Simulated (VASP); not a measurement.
Set up this calculation in VASP 6.6.1, as the native input.

```
Task                   : single point
Functional             : PBE
Potentials or basis    : VASP PAW PBE potentials, release 64 (Al, Cu)
Cutoff                 : 520 eV
k mesh                 : 12 × 12 × 6
Occupations            : gaussian, width 0.1 eV
Spin                   : no spin polarisation
Dipole correction      : no
Further INCAR settings : ALGO = Fast; EDIFF = 1e-06; NBANDS = 38
```

The structure of AlCu5 lies in POSCAR:

```
AlCu5
1.0
    3.0117765232      0.0000000000      0.0000000000
    0.0000000000      3.0117765232      0.0000000000
    0.0000000000      0.0000000000      8.2045455642
Al Cu
1 5
Direct
    0.0000000000      0.0000000000      0.5000000000
    0.0000000000      0.0000000000      0.8368131196
    0.5000000000      0.5000000000      0.6713935026
    0.5000000000      0.5000000000      0.3286064974
    0.0000000000      0.0000000000      0.1631868804
    0.5000000000      0.5000000000      0.0000000000
```

The input as run:

INCAR

```
SYSTEM = AlCu5
PREC     = Accurate       ! precision mode
ENCUT    = 520            ! plane-wave cutoff, eV
EDIFF    = 1E-6           ! SCF threshold, eV
ISMEAR   = 0              ! smearing method
SIGMA    = 0.1            ! smearing width, eV
LREAL    = .FALSE.        ! projectors in reciprocal space
LASPH    = .TRUE.         ! aspherical terms in the spheres
NELM     = 80             ! most SCF steps
ALGO     = Fast           ! electronic algorithm
ISIF     = 2              ! what is computed and relaxed
LWAVE    = .FALSE.        ! write WAVECAR
LCHARG   = .TRUE.         ! write CHGCAR
GGA      = PE             ! functional
LELF     = .TRUE.         ! ELF
LVHAR    = .TRUE.       
NBANDS   = 38             ! bands
```

KPOINTS

```
regular mesh
0
G
  12 12 6
  0 0 0
```

Potentials or basis: VASP PAW PBE potentials, release 64 (Al, Cu).

The run is started by

```console
$ cat potpaw_PBE.64/Al/POTCAR potpaw_PBE.64/Cu/POTCAR > POTCAR
$ mpirun -np 1 vasp_std > vasp.out
```

Results of the run:

```
Pressure               : 0.6 GPa
Largest force          : 0.004 eV/Å
Band gap on the k mesh : zero (bands 29 and 30 overlap by 2.82 eV)
```

It took 3.8 min on 1 thread of Intel(R) Xeon(R) Platinum 8488C (Sapphire Rapids) (shared host), peak memory 0.35 GiB.
